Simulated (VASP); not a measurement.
Here is a VASP 6.6.1 calculation.

POSCAR

```
AlNi
1.0
    1.9386940000     -1.9531901500      0.0000000000
    1.9386940000      1.9531901500      0.0000000000
    0.0000000000      0.0000000000      3.0994300413
Al Ni
1 1
Direct
    0.0000000000      0.0000000000      0.0000000000
    0.5000000000      0.5000000000      0.5000000000
```

Contents of INCAR.step1:

```
SYSTEM = AlNi
PREC = Accurate ; ENCUT = 520
ISMEAR = 0 ; SIGMA = 0.1
LREAL = .FALSE. ; LASPH = .TRUE.
NELM = 60 ; NBANDS = 14
GGA = PE ; ALGO = Normal
EDIFF = 1E-4 ; LWAVE = .TRUE.
LCHARG = .FALSE.
```

The input INCAR.step2:

```
SYSTEM = AlNi
PREC = Accurate ; ENCUT = 520
EDIFF = 1E-6 ; ISMEAR = 0
SIGMA = 0.1 ; LREAL = .FALSE.
LASPH = .TRUE. ; NELM = 60
ALGO = Normal ; ISIF = 2
LWAVE = .FALSE. ; LCHARG = .FALSE.
METAGGA = R2SCAN ; LMIXTAU = .TRUE.
NBANDS = 14 ; ISTART = 1
```

File KPOINTS:

```
regular mesh
0
G
  8 8 7
  0 0 0
```

Potentials or basis: VASP PAW PBE potentials, release 64 (Al, Ni).

Command:

```console
$ cat potpaw_PBE.64/Al/POTCAR potpaw_PBE.64/Ni/POTCAR > POTCAR
$ cp INCAR.step1 INCAR
$ mpirun -np 1 vasp_std > vasp.out
$ cp INCAR.step2 INCAR
$ mpirun -np 1 vasp_std > vasp.out
```

Q: What does it give for the band gap on the k mesh?

A: Zero (an odd number of electrons rules out a gap without spin polarisation).

Q: Estimate the pressure.

A: 0.4 GPa.

Stress tensor (GPa, compression positive):
```
 2.81  0.00  0.00
 0.00  1.23  0.00
 0.00  0.00 -2.73
```

Caveat: the PAW data sets were made with another functional, which shifts forces and pressure a little. Spin polarisation is off, so any magnetic state and its effect on volume and gap are missing.
